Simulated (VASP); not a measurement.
# KTaO3 (Pm-3m) in VASP: single point with PBE-based screened hybrid with 35 % exact exchange

Aim: the single point of KTaO3 with PBE-based screened hybrid with 35 % exact exchange.

All numbers are computed with VASP 6.6.1; they aren't measurements. Logs are shortened: lines on timing, memory, paths and dates and some standing lists are left out, and cuts for length are marked.

### 1 The cell of the first run

The structure is cubic, space group Pm-3m (No. 221). Conventional cell: a = 3.988 Å, b = 3.988 Å, c = 3.988 Å, α = 90.00°, β = 90.00°, γ = 90.00°. K (site symmetry m-3m) has 12 O at 2.82 Å and 8 Ta at 3.45 Å within 3.7 Å. Ta (site symmetry m-3m) has 6 O at 1.99 Å within 2.6 Å. O (site symmetry 4/mmm) has 2 Ta at 1.99 Å within 2.6 Å.

### 2 Single point, PBE-based screened hybrid with 35 % exact exchange

Input file POSCAR:

```
KTaO3
1.0
    3.9882991392      0.0000000000      0.0000000000
    0.0000000000      3.9882991392      0.0000000000
    0.0000000000      0.0000000000      3.9882991392
K Ta O
1 1 3
Direct
    0.0000000000      0.0000000000      0.0000000000
    0.5000000000      0.5000000000      0.5000000000
    0.0000000000      0.5000000000      0.5000000000
    0.5000000000      0.5000000000      0.0000000000
    0.5000000000      0.0000000000      0.5000000000
```

Input file INCAR.step1:

```
PREC = Accurate ; ENCUT = 520
EDIFF = 1E-5 ; ISMEAR = 0
SIGMA = 0.05 ; LREAL = False
LASPH = True ; NELM = 100
ALGO = Normal ; ISIF = 2
LWAVE = True ; LCHARG = False
NBANDS = 27 ; GGA = PE
```

Input file INCAR.step2:

```
PREC = Accurate ; ENCUT = 520
EDIFF = 1E-6 ; ISMEAR = 0
SIGMA = 0.05 ; LREAL = False
LASPH = True ; NELM = 100
ALGO = Normal ; ISIF = 2
LWAVE = False ; LCHARG = False
GGA = PE ; LHFCALC = True
AEXX = 0.35 ; HFSCREEN = 0.20787
PRECFOCK = Fast ; NBANDS = 27
ISTART = 1
```

Input file KPOINTS:

```
Automatic mesh
0
Gamma
  4 4 4
```

Potentials or basis: VASP PAW PBE potentials, release 64 (K_sv, Ta_pv, O).

Command:

```bash
cat potpaw_PBE.64/K_sv/POTCAR potpaw_PBE.64/Ta_pv/POTCAR potpaw_PBE.64/O/POTCAR > POTCAR
cp INCAR.step1 INCAR
mpirun -np 1 vasp_std > vasp.out
cp INCAR.step2 INCAR
mpirun -np 1 vasp_std > vasp.out
```

OUTCAR:

```text
PREC = Accurate
   ENCUT = 520
   EDIFF = 1E-6
   ISMEAR = 0
   LREAL = False
   LASPH = True
   NELM = 100
   ISIF = 2
   GGA = PE
   LHFCALC = True
   AEXX = 0.35
   HFSCREEN = 0.20787
   PRECFOCK = Fast
   ISTART = 1

 ion  position               nearest neighbor table
   1  0.000  0.000  0.000-   3 2.82   4 2.82   5 2.82   3 2.82   5 2.82   3 2.82   4 2.82   3 2.82
                             4 2.82   5 2.82   5 2.82   4 2.82   2 3.45   2 3.45   2 3.45   2 3.45
   2  0.500  0.500  0.500-   3 1.99   4 1.99   5 1.99   4 1.99   5 1.99   3 1.99   1 3.45   1 3.45
                             1 3.45   1 3.45   1 3.45   1 3.45   1 3.45   1 3.45
   3  0.000  0.500  0.500-   2 1.99   2 1.99   1 2.82   1 2.82   1 2.82   1 2.82
   4  0.500  0.500  0.000-   2 1.99   2 1.99   1 2.82   1 2.82   1 2.82   1 2.82
   5  0.500  0.000  0.500-   2 1.99   2 1.99   1 2.82   1 2.82   1 2.82   1 2.82

  LATTYP: Found a simple cubic cell.
 ALAT       =     3.9882991392

  Lattice vectors:

 A1 = (   3.9882991392,   0.0000000000,   0.0000000000)
 A2 = (   0.0000000000,   3.9882991392,   0.0000000000)
 A3 = (   0.0000000000,   0.0000000000,   3.9882991392)

Analysis of symmetry for initial positions (statically):
=====================================================================
 Subroutine PRICEL returns:
 Original cell was already a primitive cell.

 Routine SETGRP: Setting up the symmetry group for a
 simple cubic supercell.

 Subroutine GETGRP returns: Found 48 space group operations
 (whereof 48 operations were pure point group operations)
 out of a pool of 48 trial point group operations.

The static configuration has the point symmetry O_h .

Analysis of symmetry for dynamics (positions and initial velocities):
=====================================================================
 Subroutine PRICEL returns:
 Original cell was already a primitive cell.

 Routine SETGRP: Setting up the symmetry group for a
 simple cubic supercell.

 Subroutine GETGRP returns: Found 48 space group operations
 (whereof 48 operations were pure point group operations)
 out of a pool of 48 trial point group operations.

The dynamic configuration has the point symmetry O_h .

 Subroutine INISYM returns: Found 48 space group operations
 (whereof 48 operations are pure point group operations),
 and found     1 'primitive' translations

----------------------------------------------------------------------------------------
[... 94 lines left out ...]
   PSTRESS=    0.0 pullay stress
   NELECT =      38.0000    total number of electrons
   NUPDOWN=      -1.0000    fix difference up-down
   EMIN   =  10.00;   EMAX   =-10.00  energy-range for DOS
   EFERMI =   0.00;   METHOD = LEGACY
   ISMEAR =     0;   SIGMA  =   0.05  broadening in eV -4-tet -1-fermi 0-gaus
   EFERMI_NEDOS =   21; number of points for ismear=-14 and -15
   IALGO  =     38    algorithm
   IMIX   =      1    mixing-type and parameters
     AMIX     =   0.40;   BMIX     =  1.00
     AMIX_MAG =   1.60;   BMIX_MAG =  1.00
  volume/ion in A,a.u.               =      12.69        85.62
  Fermi-wavevector in a.u.,A,eV,Ry     =   1.380008  2.607837 25.911240  1.904422
  Thomas-Fermi vector in A             =   2.504925
   LORBIT       =      0    0 simple, 1 ext, 2 COOP (PROOUT), +10 PAW based schemes
   GGA     = PE    functional components
   LHFCALC =     T    Hartree Fock is set to
   PRECFOCK=fast      Normal, Fast or Accurate (Low or Medium for compatibility)
   ENCUT4O =  -1.0   cutoff for four orbital integrals eV
   NKREDX  =     1    reduce k-point grid by
   NKREDY  =     1    reduce k-point grid by
   NKREDZ  =     1    reduce k-point grid by
   AEXX    =    0.3500 exact exchange contribution
   HFSCREEN=    0.2079 screening length (either q_TF or 0.3 A-1)
   HFSCREENC=   0.2079 screening length for correlation (either q_TF or 0.3 A-1)
   ENCUTFOCK=  -1.0 apply spherical cutoff to Coloumb kernel
   IVDW    =     0    specifies the selected vdW correction
   LEPSILON=     F    determine dielectric tensor
   LRPA    =     F    only Hartree local field effects (RPA)
 non-spin polarized calculation
 Gauss-broadening in eV      SIGMA  =   0.05
  energy-cutoff  :      520.00
  volume of cell :       63.44
 maximum number of plane-waves:      1743
 NGX is ok and might be reduce to    30
  NGX = 16; NGY = 16; NGZ = 16

 number of electron      37.9999976 magnetization

 Free energy of the ion-electron system (eV)
  ---------------------------------------------------
  ext. energy  EPLUGINS =         0.00000000
  ---------------------------------------------------
  free energy    TOTEN  =       -52.79504615 eV

  energy without entropy =      -52.79504615  energy(sigma->0) =      -52.79504615

 E-fermi :   0.5352     XC(G=0):  -8.1587

 val. band max:        0.2389960656   @ k =   0.5000   0.5000   0.5000
 cond. band min:       4.3027796604   @ k =   0.0000   0.0000   0.0000
 fundamental gap:      4.0637835948
 Fermi energy:         0.5352222100

 k-point     1 :       0.0000    0.0000    0.0000
  band No.  band energies     occupation
      1     -36.5773      2.00000
      2     -36.5773      2.00000
      3     -36.5773      2.00000
      4     -29.7413      2.00000
      5     -19.6102      2.00000
      6     -18.8580      2.00000
[... 289 lines left out ...]
     26      13.5151      0.00000
     27      15.5101      0.00000

------------------------ aborting loop because EDIFF is reached ----------------------------------------

  FORCE on cell =-STRESS in cart. coord.  units (eV):
  Direction    XX          YY          ZZ          XY          YZ          ZX
  --------------------------------------------------------------------------------------
  -------------------------------------------------------------------------------------
  Total       -0.9032340     -0.9032340     -0.9032340     -0.0000000     -0.0000000      0.0000000
  in kB      -22.8111755    -22.8111755    -22.8111755     -0.0000000     -0.0000000      0.0000000
  external PRESSURE =     -22.8111755 kB  Pullay stress =       0.0000000 kB

 VOLUME and BASIS-vectors are now :
 -----------------------------------------------------------------------------
  energy-cutoff  :      520.00
  volume of cell :       63.44
      direct lattice vectors                 reciprocal lattice vectors
     3.988299139  0.000000000  0.000000000     0.250733449  0.000000000  0.000000000
     0.000000000  3.988299139  0.000000000     0.000000000  0.250733449  0.000000000
     0.000000000  0.000000000  3.988299139     0.000000000  0.000000000  0.250733449

 POSITION                                       TOTAL-FORCE (eV/Angst)
 -----------------------------------------------------------------------------------
      0.00000      0.00000      0.00000         0.000000      0.000000      0.000000
      1.99415      1.99415      1.99415         0.000000      0.000000      0.000000
      0.00000      1.99415      1.99415         0.000000      0.000000      0.000000
      1.99415      1.99415      0.00000         0.000000      0.000000      0.000000
      1.99415      0.00000      1.99415         0.000000      0.000000      0.000000
 -----------------------------------------------------------------------------------
    total drift:                               -0.000000      0.000000     -0.000000

  FREE ENERGIE OF THE ION-ELECTRON SYSTEM (eV)
  ---------------------------------------------------
  free  energy   TOTEN  =       -52.7950461500 eV

  energy  without entropy=      -52.7950461500  energy(sigma->0) =      -52.79504615
```

OUTCAR.step1:

```text
PREC = Accurate
   ENCUT = 520
   EDIFF = 1E-5
   ISMEAR = 0
   LREAL = False
[... 518 lines left out ...]
      1.99415      1.99415      1.99415         0.000000      0.000000      0.000000
      0.00000      1.99415      1.99415         0.000000      0.000000      0.000000
      1.99415      1.99415      0.00000         0.000000      0.000000      0.000000
      1.99415      0.00000      1.99415         0.000000      0.000000      0.000000
 -----------------------------------------------------------------------------------
    total drift:                                0.000000      0.000000     -0.000000

  FREE ENERGIE OF THE ION-ELECTRON SYSTEM (eV)
  ---------------------------------------------------
  free  energy   TOTEN  =       -41.0042998646 eV

  energy  without entropy=      -41.0042998646  energy(sigma->0) =      -41.00429986
```

It took 12 min on 1 thread of Intel Xeon Platinum 8375C at 2.90GHz (Ice Lake), shared host; peak memory 0.29 GiB.

What came out:

```
Free energy            : -52.7950 eV
Pressure               : -2.3 GPa
Band gap on the k mesh : 4.06 eV (least direct gap 4.73 eV)
```

Levels at points of the mesh, in eV from the valence-band top:
| k point | band 16 | band 17 | band 18 | band 19 | band 20 | band 21 | band 22 | band 23 |
| --- | --- | --- | --- | --- | --- | --- | --- | --- |
| (0.00, 0.00, 0.00) | -1.17 | -0.66 | -0.66 | -0.66 | 4.06 | 4.06 | 4.06 | 8.85 |
| (0.50, 0.00, 0.00) | -2.34 | -1.64 | -0.92 | -0.92 | 4.23 | 7.20 | 7.20 | 8.88 |
| (0.50, 0.50, 0.00) | -1.89 | -1.59 | -1.59 | -0.04 | 7.24 | 7.24 | 8.75 | 9.92 |
| (0.50, 0.50, 0.50) | -4.31 | 0.00 | 0.00 | 0.00 | 8.90 | 8.90 | 8.90 | 11.49 |

Caveat: the PAW data sets were made with another functional, which shifts forces and pressure a little; spin-orbit coupling is left out, which moves the levels of the heavy elements. A k mesh can miss the band edges.
